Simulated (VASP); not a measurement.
**Sr: single point with PBE**

System: Sr, a wire with vacuum.

```
CELL_PARAMETERS angstrom
12.50000 0.00000 0.00000
0.00000 9.30000 0.00000
0.00000 0.00000 4.06478
ATOMIC_POSITIONS crystal
Sr 0.36195 0.50000 0.00000
Sr 0.63805 0.50000 0.50000
```

```yaml
Program: VASP 6.6.1
Task: single point
Functional: PBE
Potentials_or_basis: VASP PAW PBE potentials, release 64 (Sr_sv)
Cutoff: 520 eV
k_mesh: 1 × 1 × 16
Occupations: gaussian, width 0.05 eV
Spin: collinear spin
Starting_moments: "[0.5, 0.5] μB"
Dipole_correction: no
Further_INCAR_settings: ALGO = Normal; EDIFF = 1e-07; NBANDS = 21
```

The largest force is 0.112 eV/Å and the net moment is 0.40 μB per cell. The site moments are Sr +0.03 μB and the valence electrons inside the program's atomic spheres are Sr 7.87.

Forces on the atoms (eV/Å):
```
Sr  -0.112  0.000  0.000
Sr   0.112  0.000  0.000
```

Levels at points of the mesh, in eV from the Fermi level:
Spin up:
```tsv
k point	band 6	band 7	band 8	band 9	band 10	band 11	band 12	band 13	band 14	band 15
(0.00, 0.00, 0.00)	-19.39	-19.32	-19.29	-2.66	-1.38	-0.05	0.33	0.58	0.66	1.00
(0.00, 0.00, 0.50)	-19.50	-19.41	-19.41	-0.43	-0.43	0.45	0.45	0.63	0.63	1.43
```
Spin down:
| k point | band 6 | band 7 | band 8 | band 9 | band 10 | band 11 | band 12 | band 13 | band 14 | band 15 |
| --- | --- | --- | --- | --- | --- | --- | --- | --- | --- | --- |
| (0.00, 0.00, 0.00) | -19.36 | -19.30 | -19.27 | -2.51 | -1.36 | 0.29 | 0.42 | 0.69 | 0.72 | 1.06 |
| (0.00, 0.00, 0.50) | -19.47 | -19.38 | -19.38 | -0.23 | -0.23 | 0.58 | 0.58 | 0.67 | 0.67 | 1.50 |

It took 7.7 min on 1 thread of Intel Xeon 8259CL (shared host), peak memory 0.69 GiB.

Caveat: a moment this small can come from the mesh or the smearing.
